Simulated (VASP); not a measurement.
# Cu in VASP: further runs

Cu is run at these levels: PBE, PBEsol; tasks: single point.

Everything below comes from runs of VASP 6.6.1. Logs are shortened: lines on timing, memory, paths and dates and some standing lists are left out, and cuts for length are marked.

### Step 1. The cell of the first run

The typed cell holds 1 atom: a = 2.567 Å, b = 2.567 Å, c = 2.567 Å, α = 59.99°, β = 59.99°, γ = 59.99°.

### Step 2. Single point, PBE

POSCAR reads:

```
Cu
1.0
    1.2832415992      0.7408798827      2.0961379869
   -1.2832415992      0.7408798827      2.0961379869
    0.0000000000     -1.4817597654      2.0961379869
Cu
1
Direct
    0.5000000000      0.5000000000      0.5000000000
```

INCAR.step1 reads:

```
PREC = Accurate ; ENCUT = 520
EDIFF = 1E-6 ; ISMEAR = 0
SIGMA = 0.1 ; LREAL = F
LASPH = T ; NELM = 60
ALGO = Fast ; ISIF = 2
LWAVE = F ; LCHARG = T
LMAXMIX = 4 ; GGA = PE
NBANDS = 12
```

KPOINTS.step1 reads:

```
Automatic mesh
0
Gamma
  24 24 24
```

INCAR.step2 reads:

```
PREC = Accurate ; ENCUT = 520
EDIFF = 1E-6 ; ISMEAR = -5
SIGMA = 0.1 ; LREAL = F
LASPH = T ; NELM = 60
ALGO = Fast ; ISIF = 2
LWAVE = F ; LCHARG = F
LMAXMIX = 4 ; GGA = PE
LORBIT = 11 ; NEDOS = 2001
ICHARG = 11
```

KPOINTS.step2 reads:

```
Automatic mesh
0
Gamma
  36 36 36
```

Potentials or basis: VASP PAW PBE potentials, release 64 (Cu).

On the command line:

```
cat potpaw_PBE.64/Cu/POTCAR > POTCAR
cp INCAR.step1 INCAR
cp KPOINTS.step1 KPOINTS
mpirun -np 1 vasp_std > vasp.out
cp INCAR.step2 INCAR
cp KPOINTS.step2 KPOINTS
mpirun -np 1 vasp_std > vasp.out
```

OUTCAR:

```text
PREC = Accurate
   ENCUT = 520
   EDIFF = 1E-6
   ISMEAR = -5
   LREAL = F
   LASPH = T
   NELM = 60
   ISIF = 2
   GGA = PE
   LORBIT = 11
   ICHARG = 11

 ion  position               nearest neighbor table
   1  0.500  0.500  0.500-

  LATTYP: Found a trigonal (rhomboedric) cell.
 ALAT       =     2.5669839233
 COS(alpha) =     0.5001950445

  Lattice vectors:

 A1 = (   1.2832415992,   0.7408798827,   2.0961379869)
 A2 = (  -1.2832415992,   0.7408798827,   2.0961379869)
 A3 = (   0.0000000000,  -1.4817597654,   2.0961379869)

Analysis of symmetry for initial positions (statically):
=====================================================================
 Subroutine PRICEL returns:
 Original cell was already a primitive cell.

 Routine SETGRP: Setting up the symmetry group for a
 trigonal (rhombohedral) supercell.

 Subroutine GETGRP returns: Found 12 space group operations
 (whereof 12 operations were pure point group operations)
 out of a pool of 12 trial point group operations.

The static configuration has the point symmetry D_3d.

Analysis of symmetry for dynamics (positions and initial velocities):
=====================================================================
 Subroutine PRICEL returns:
 Original cell was already a primitive cell.

 Routine SETGRP: Setting up the symmetry group for a
 trigonal (rhombohedral) supercell.

 Subroutine GETGRP returns: Found 12 space group operations
 (whereof 12 operations were pure point group operations)
 out of a pool of 12 trial point group operations.

The dynamic configuration has the point symmetry D_3d.

 Subroutine INISYM returns: Found 12 space group operations
 (whereof 12 operations are pure point group operations),
 and found     1 'primitive' translations

----------------------------------------------------------------------------------------

                                     Primitive cell

  volume of cell :      11.9571

  direct lattice vectors                    reciprocal lattice vectors
     1.283241599  0.740879883  2.096137987     0.389638241  0.224957744  0.159022610
    -1.283241599  0.740879883  2.096137987    -0.389638241  0.224957744  0.159022610
     0.000000000 -1.481759765  2.096137987     0.000000000 -0.449915487  0.159022610

  length of vectors
     2.566983923  2.566983923  2.566983923     0.477191928  0.477191928  0.477191928

  position of ions in fractional coordinates (direct lattice)
     0.500000000  0.500000000  0.500000000

  ion indices of the primitive-cell ions
   primitive index   ion index
                 1           1

----------------------------------------------------------------------------------------

 KPOINTS: Automatic mesh

Automatic generation of k-mesh.
 Grid dimensions read from file:
 generate k-points for:   36   36   36

 Generating k-lattice:

  Cartesian coordinates                     Fractional coordinates (reciprocal lattice)
     0.010823284  0.006248826  0.004417295     0.027777778  0.000000000  0.000000000
    -0.010823284  0.006248826  0.004417295     0.000000000  0.027777778  0.000000000
     0.000000000 -0.012497652  0.004417295     0.000000000  0.000000000  0.027777778

  Length of vectors
     0.013255331  0.013255331  0.013255331

  Shift w.r.t. Gamma in fractional coordinates (k-lattice)
     0.000000000  0.000000000  0.000000000

 TETIRR: Found  23328 inequivalent tetrahedra from   279936

 Subroutine IBZKPT returns following result:
 ===========================================

 Found   4237 irreducible k-points:

 Following reciprocal coordinates:
            Coordinates               Weight
  0.000000  0.000000  0.000000      1.000000
  0.027778 -0.000000  0.000000      6.000000
  0.055556 -0.000000  0.000000      6.000000
  0.083333 -0.000000 -0.000000      6.000000
  0.111111 -0.000000  0.000000      6.000000
  0.138889  0.000000  0.000000      6.000000
[... 16 lines left out ...]
  0.111111  0.027778  0.000000     12.000000
  0.138889  0.027778  0.000000     12.000000
 [... further k-points ...]
   k-points           NKPTS =   4237   k-points in BZ     NKDIM =   4237   number of bands    NBANDS=      9
   number of dos      NEDOS =   2001   number of ions     NIONS =      1
   total plane-waves  NPLWV =   8000
   dimension x,y,z NGX =    20 NGY =   20 NGZ =   20
   dimension x,y,z NGXF=    40 NGYF=   40 NGZF=   40
   ions per type =               1
   NGX,Y,Z   is equivalent  to a cutoff of  12.95, 12.95, 12.95 a.u.
   NGXF,Y,Z  is equivalent  to a cutoff of  25.91, 25.91, 25.91 a.u.
 SYSTEM =  unknown system
   PREC   = accura    normal or accurate (medium, high low for compatibility)
   ISTART =      0    job   : 0-new  1-cont  2-samecut
   ICHARG =     11    charge: 1-file 2-atom 10-const
   ISPIN  =      1    spin polarized calculation?
   LNONCOLLINEAR =      F non collinear calculations
   LSORBIT =      F    spin-orbit coupling
   LASPH  =      T    aspherical Exc in radial PAW
   ENCUT  =  520.0 eV  38.22 Ry    6.18 a.u.   4.77  4.77  4.77*2*pi/ulx,y,z
   NELM   =     60;   NELMIN=  2; NELMDL=  0     # of ELM steps
   EDIFF  = 0.1E-05   stopping-criterion for ELM
   LREAL  =      F    real-space projection
   EDIFFG = 0.1E-04   stopping-criterion for IOM
   NSW    =      0    number of steps for IOM
   IBRION =     -1    ionic relax: 0-MD 1-quasi-New 2-CG
   NFREE  =      0    steps in history (QN), initial steepest desc. (CG)
   ISIF   =      2    stress and relaxation
   ISYM   =      2    0-nonsym 1-usesym 2-fastsym
   POTIM  = 0.5000    time-step for ionic-motion
   TEBEG  =    0.0;   TEEND  =   0.0 temperature during run
   PSTRESS=    0.0 pullay stress
   NELECT =      11.0000    total number of electrons
   NUPDOWN=      -1.0000    fix difference up-down
   EMIN   =  10.00;   EMAX   =-10.00  energy-range for DOS
   EFERMI =   0.00;   METHOD = LEGACY
   ISMEAR =    -5;   SIGMA  =   0.10  broadening in eV -4-tet -1-fermi 0-gaus
   EFERMI_NEDOS =   21; number of points for ismear=-14 and -15
   IALGO  =     68    algorithm
   IMIX   =      4    mixing-type and parameters
     AMIX     =   0.40;   BMIX     =  1.00
     AMIX_MAG =   1.60;   BMIX_MAG =  1.00
  volume/ion in A,a.u.               =      11.96        80.69
  Fermi-wavevector in a.u.,A,eV,Ry     =   1.592196  3.008815 34.491980  2.535089
  Thomas-Fermi vector in A             =   2.690619
   LORBIT       =     11    0 simple, 1 ext, 2 COOP (PROOUT), +10 PAW based schemes
   GGA     = PE    functional components
   LHFCALC =     F    Hartree Fock is set to
   AEXX    =    0.0000 exact exchange contribution
   IVDW    =     0    specifies the selected vdW correction
   LEPSILON=     F    determine dielectric tensor
   LRPA    =     F    only Hartree local field effects (RPA)
 non-spin polarized calculation
 RMM-DIIS sequential band-by-band and
 Fermi weights with tetrahedron method with Bloechl corrections
  energy-cutoff  :      520.00
  volume of cell :       11.96
 maximum number of plane-waves:       332

 number of electron      10.9999997 magnetization

 Free energy of the ion-electron system (eV)
  ---------------------------------------------------
  ext. energy  EPLUGINS =         0.00000000
  ---------------------------------------------------
  free energy    TOTEN  =        -3.72767647 eV

  energy without entropy =       -3.72767647  energy(sigma->0) =       -3.72767647

 E-fermi :   7.4570     XC(G=0): -12.6541

 val. band max:        7.4481928097   @ k =  -0.3889   0.1389   0.0000
 cond. band min:       7.4479208976   @ k =   0.4444   0.4167   0.0278
 fundamental gap:     -0.0002719121
 Fermi energy:         7.4570204824

 k-point     1 :       0.0000    0.0000    0.0000
  band No.  band energies     occupation
      1      -1.8240      2.00000
      2       4.4443      2.00000
      3       4.4458      2.00000
      4       4.4458      2.00000
      5       5.2517      2.00000
      6       5.2517      2.00000
      7      29.9287      0.00000
      8      32.4737      0.00000
      9      32.4825      0.00000

 k-point     2 :       0.0278   -0.0000    0.0000
  band No.  band energies     occupation
      1      -1.7961      2.00000
      2       4.4397      2.00000
      3       4.4499      2.00000
      4       4.4512      2.00000
      5       5.2494      2.00000
      6       5.2494      2.00000
      7      29.8044      0.00000
      8      31.9227      0.00000
      9      32.3657      0.00000

 k-point     3 :       0.0556   -0.0000    0.0000
  band No.  band energies     occupation
      1      -1.7125      2.00000
      2       4.4222      2.00000
      3       4.4655      2.00000
      4       4.4669      2.00000
      5       5.2433      2.00000
      6       5.2433      2.00000
      7      29.2676      0.00000
      8      31.1420      0.00000
      9      32.1072      0.00000

 k-point     4 :       0.0833   -0.0000   -0.0000
  band No.  band energies     occupation
      1      -1.5739      2.00000
      2       4.3944      2.00000
      3       4.4898      2.00000
      4       4.4912      2.00000
      5       5.2347      2.00000
      6       5.2347      2.00000
      7      28.1770      0.00000
      8      30.7618      0.00000
      9      31.7843      0.00000
[... 205 lines left out ...]
 k-point    22 :       0.0833    0.0278    0.0000
  band No.  band energies     occupation
      1      -1.6015      2.00000
      2       4.3943      2.00000
      3       4.4879      2.00000
      4       4.4902      2.00000
      5       5.2149      2.00000
      6       5.2566      2.00000
      7      28.5859      0.00000
      8      30.6502      0.00000
      9      31.2850      0.00000

 k-point    23 :       0.1111    0.0278    0.0000
  band No.  band energies     occupation
      1      -1.4270      2.00000
      2       4.3609      2.00000
      3       4.5161      2.00000
      4       4.5194      2.00000
      5       5.1994      2.00000
      6       5.2548      2.00000
      7      27.3006      0.00000
      8      30.3665      0.00000
      9      30.7790      0.00000

 k-point    24 :       0.1389    0.0278    0.0000
  band No.  band energies     occupation
      1      -1.2000      2.00000
      2       4.3212      2.00000
      3       4.5480      2.00000
      4       4.5511      2.00000
      5       5.1867      2.00000
      6       5.2554      2.00000
      7      25.8891      0.00000
      8      30.1753      0.00000
      9      30.4045      0.00000

 [... further k-points ...]

------------------------ aborting loop because EDIFF is reached ----------------------------------------

  FORCE on cell =-STRESS in cart. coord.  units (eV):
  Direction    XX          YY          ZZ          XY          YZ          ZX
  --------------------------------------------------------------------------------------
  -------------------------------------------------------------------------------------
  Total       -0.0550901     -0.0550901     -0.0586789      0.0000000     -0.0000000      0.0000000
  in kB       -7.3817035     -7.3817035     -7.8625767      0.0000000     -0.0000000      0.0000000
  external PRESSURE =      -7.5419946 kB  Pullay stress =       0.0000000 kB

 VOLUME and BASIS-vectors are now :
 -----------------------------------------------------------------------------
  energy-cutoff  :      520.00
  volume of cell :       11.96
      direct lattice vectors                 reciprocal lattice vectors
     1.283241599  0.740879883  2.096137987     0.389638241  0.224957744  0.159022610
    -1.283241599  0.740879883  2.096137987    -0.389638241  0.224957744  0.159022610
     0.000000000 -1.481759765  2.096137987     0.000000000 -0.449915487  0.159022610

 POSITION                                       TOTAL-FORCE (eV/Angst)
 -----------------------------------------------------------------------------------
      0.00000      0.00000      3.14421         0.000000      0.000000      0.000000
 -----------------------------------------------------------------------------------
    total drift:                               -0.000000      0.000000      0.000000

  FREE ENERGIE OF THE ION-ELECTRON SYSTEM (eV)
  ---------------------------------------------------
  free  energy   TOTEN  =        -3.7276764711 eV

  energy  without entropy=       -3.7276764711  energy(sigma->0) =       -3.72767647

 total charge

# of ion       s       p       d       tot
------------------------------------------
    1        0.443   0.374   9.172   9.989
```

It took 14 min on 1 thread of Intel Xeon 8259CL, shared host; peak memory 0.61 GiB.

What came out:

| Item | Value |
| --- | --- |
| Valence electrons inside the program's atomic spheres | Cu 9.99 |

Levels at points of the mesh, in eV from the Fermi level:
```csv
k point,band 3,band 4,band 5,band 6,band 7,band 8,band 9
"(0.00, 0.00, 0.00)",-3.01,-3.01,-2.21,-2.21,22.47,25.02,25.03
"(0.50, 0.00, 0.00)",-3.04,-1.65,-1.65,-0.99,3.67,20.97,21.86
"(0.50, 0.50, 0.00)",-1.67,-1.51,-1.51,1.48,7.00,12.96,12.97
"(0.50, 0.50, 0.50)",-3.04,-1.65,-1.65,-0.99,3.67,20.98,21.86
```

### Step 3. Single point, PBEsol

POSCAR is that of step 2.

INCAR.step1 reads:

```
SYSTEM = Cu
ALGO = Fast
EDIFF = 1E-7
ENCUT = 520
GGA = PS
ISIF = 2
ISMEAR = 0
LASPH = .TRUE.
LCHARG = .TRUE.
LMAXMIX = 4
LREAL = .FALSE.
LWAVE = .FALSE.
NBANDS = 12
NELM = 60
PREC = Accurate
SIGMA = 0.1
```

KPOINTS.step1 reads:

```
k-points
0
G
  24 24 24
  0 0 0
```

INCAR.step2 reads:

```
SYSTEM = Cu
ALGO = Fast
EDIFF = 1E-7
ENCUT = 520
GGA = PS
ICHARG = 11
ISIF = 2
ISMEAR = -5
LASPH = .TRUE.
LCHARG = .FALSE.
LMAXMIX = 4
LORBIT = 11
LREAL = .FALSE.
LWAVE = .FALSE.
NEDOS = 2001
NELM = 60
PREC = Accurate
SIGMA = 0.1
```

KPOINTS.step2 reads:

```
k-points
0
G
  36 36 36
  0 0 0
```

Potentials or basis: VASP PAW PBE potentials, release 64 (Cu).

On the command line:

```
cat potpaw_PBE.64/Cu/POTCAR > POTCAR
cp INCAR.step1 INCAR
cp KPOINTS.step1 KPOINTS
mpirun -np 1 vasp_std > vasp.out
cp INCAR.step2 INCAR
cp KPOINTS.step2 KPOINTS
mpirun -np 1 vasp_std > vasp.out
```

It took 16 min on 1 thread of Intel Xeon 8259CL, shared host; peak memory 0.61 GiB.

Results (log left out):

```
Valence electrons inside the program's atomic spheres : Cu 9.99
```

Levels at points of the mesh, in eV from the Fermi level:
| k point | band 4 | band 5 | band 6 | band 7 | band 8 | band 9 |
| --- | --- | --- | --- | --- | --- | --- |
| (0.00, 0.00, 0.00) | -3.00 | -2.18 | -2.18 | 22.47 | 24.99 | 25.00 |
| (0.50, 0.00, 0.00) | -1.63 | -1.62 | -1.01 | 3.67 | 20.97 | 21.81 |
| (0.50, 0.50, 0.00) | -1.49 | -1.49 | 1.45 | 7.00 | 12.92 | 12.93 |
| (0.50, 0.50, 0.50) | -1.63 | -1.63 | -1.02 | 3.66 | 20.98 | 21.82 |

Caveat: the PAW data sets were made with another functional, which shifts forces and pressure a little.
